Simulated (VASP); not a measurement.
Runs of VASP 6.6.1 on C. The structure is that of space group R-3m (No. 166), or close to it. The cells are those of the table. 

```tsv
cell	gap on the mesh (eV)	pressure (GPa)	largest force (eV/Å)
a = 3.586 Å, angles 39.5°, 2 atoms	0.55	14.4	(c)
a = 3.683 Å, angles 39.5°, 2 atoms	0.55	-8.7	0.89
a = 3.635 Å, angles 39.5°, 2 atoms	0.55	(b)	0.87
a = 3.729 Å, angles 39.5°, 2 atoms	0.55	-17.4	(a)
a = 3.535 Å, angles 39.5°, 2 atoms	0.55	29.5	0.82
```

Alike in all rows: task single point; level PBEsol; potentials or basis VASP PAW PBE potentials, release 64 (C); no spin polarisation; k mesh 14 × 14 × 14; cutoff (eV) 520; smearing methfessel-paxton 0.05 eV.

Problem. Fill in the values left out.

Solution. (a) 0.90; (b) 1.8; (c) 0.85.

Caveats: the PAW data sets were made with another functional, which shifts forces and pressure a little.

A k mesh can miss the band edges.
